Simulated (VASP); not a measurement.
Set up this calculation in VASP 6.6.1, as the native input.

| Property | Result |
| --- | --- |
| Task | relaxation of cell and atoms |
| Functional | BLYP |
| Potentials or basis | VASP PAW PBE potentials, release 64 (As) |
| Cutoff | 500 eV |
| k mesh | 12 × 12 × 12 |
| Occupations | fermi-dirac, width 0.1 eV |
| Spin | no spin polarisation |
| Dipole correction | no |
| Further INCAR settings | ALGO = Normal; EDIFF = 1e-07; IBRION = 2; EDIFFG = -0.01; NSW = 80; ISIF = 3 |

The structure of As lies in POSCAR:

```
As
1.0
    2.7037441770      0.0000000000      0.0000000000
    0.0000000000      2.7037441770      0.0000000000
    0.0000000000      0.0000000000      2.7037441770
As
1
Direct
    0.0000000000      0.0000000000      0.0000000000
```

This isn't the form of As at room conditions, which is rhombohedral.

One way to write it, as run:

INCAR

```
SYSTEM = As
PREC = Accurate
ENCUT = 500
EDIFF = 1E-7
ISMEAR = -1
SIGMA = 0.1
LREAL = .False.
LASPH = .True.
NELM = 120
ALGO = Normal
ISIF = 3
LWAVE = .False.
LCHARG = .False.
GGA = B5
ALDAX = 1.0
AGGAX = 1.0
AGGAC = 1.0
ALDAC = 0.0
IBRION = 2
NSW = 80
EDIFFG = -0.01
GGA_COMPAT = .False.
NELMIN = 4
```

KPOINTS

```
Automatic mesh
0
Gamma
  12 12 12
  0 0 0
```

Potentials or basis: VASP PAW PBE potentials, release 64 (As).

Run with:

```console
$ cat potpaw_PBE.64/As/POTCAR > POTCAR
$ mpirun -np 1 vasp_std > vasp.out
```

It gave:

```
Relaxed volume                        : 22.36 Å³/atom
Relaxed cell                          : a = 2.817 Å, b = 2.817 Å, c = 2.817 Å, α = 90.00°, β = 90.00°, γ = 90.00°
Space group after relaxing (to 0.1 Å) : Pm-3m (No. 221)
Energy gained by relaxing             : 71.5 meV/atom
Ionic steps                           : 3
Pressure after relaxing               : 0.0 GPa
Band gap on the k mesh                : zero (an odd number of electrons rules out a gap without spin polarisation)
```

Caveat: the PAW data sets were made with another functional, which shifts forces and pressure a little.

Run time: 34 s on 1 thread of Intel Xeon 8259CL, on a shared host, peak memory 0.13 GiB.
